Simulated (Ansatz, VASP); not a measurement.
**Sn3Ru in VASP and in Ansatz**

```
Sn Ru
1.0
     4.44146    0.00000    0.00000
     0.00000    4.44146    0.00000
     0.00000    0.00000    4.44146
Sn Ru
3 1
Direct
  0.00000 0.50000 0.50000
  0.50000 0.00000 0.50000
  0.50000 0.50000 0.00000
  0.00000 0.00000 0.00000
```

Alike in both runs: functional PBE; k mesh 10 × 10 × 10; occupations gaussian, width 0.1 eV; no spin polarisation.

Ansatz relaxed the structure, and its values are those at the end. VASP's run is a single point on that final structure, the one shown.

```csv
,VASP,Ansatz
version,VASP 6.6.1,Ansatz 0.2.0
potentials or method,"VASP PAW PBE potentials, release 64 (Sn_d, Ru_pv), cutoff 520 eV","scalar-relativistic, plane waves, PAW"
valence electrons in the cell,56,58
```

```tsv
	VASP	Ansatz	Ansatz less VASP
gap on the k mesh at the Fermi level (eV)	none	none	-
pressure (GPa)	-0.1	0.0	+0.05
```

A gap of «none» marks a metal or a gap that the smearing closes. VASP's potentials hold 56 valence electrons a cell and Ansatz's 58, so a difference there can come from the potentials and not from the codes.
